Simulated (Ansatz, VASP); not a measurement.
# TiAl3 in VASP and in Ansatz

```
Ti Al
1.0
     3.95567    0.00000    0.00000
     0.00000    3.95567    0.00000
     0.00000    0.00000    3.95567
Ti Al
1 3
Direct
  0.00000 0.00000 0.00000
  0.00000 0.50000 0.50000
  0.50000 0.00000 0.50000
  0.50000 0.50000 0.00000
```

Alike in both runs: task single point; functional PBEsol; k mesh 6 × 6 × 6; occupations fermi-dirac, width 0.05 eV; no spin polarisation.

```csv
,VASP,Ansatz
version,VASP 6.6.1,Ansatz 0.2.0
potentials or method,"VASP PAW PBE potentials, release 64 (Ti_sv, Al)",Ansatz PAW
plane-wave cutoff (eV),520,420
valence electrons in the cell,21,21
```

VASP gave:

```
gap on the k mesh at the Fermi level (eV) : none
pressure (GPa)                            : -0.4
```

Problem. Estimate Ansatz's values.

Solution. gap on the k mesh at the Fermi level (eV): none; pressure (GPa): -0.6.

VASP's potentials were made for PBE, not for PBEsol. A gap of «none» marks a metal or a gap that the smearing closes.
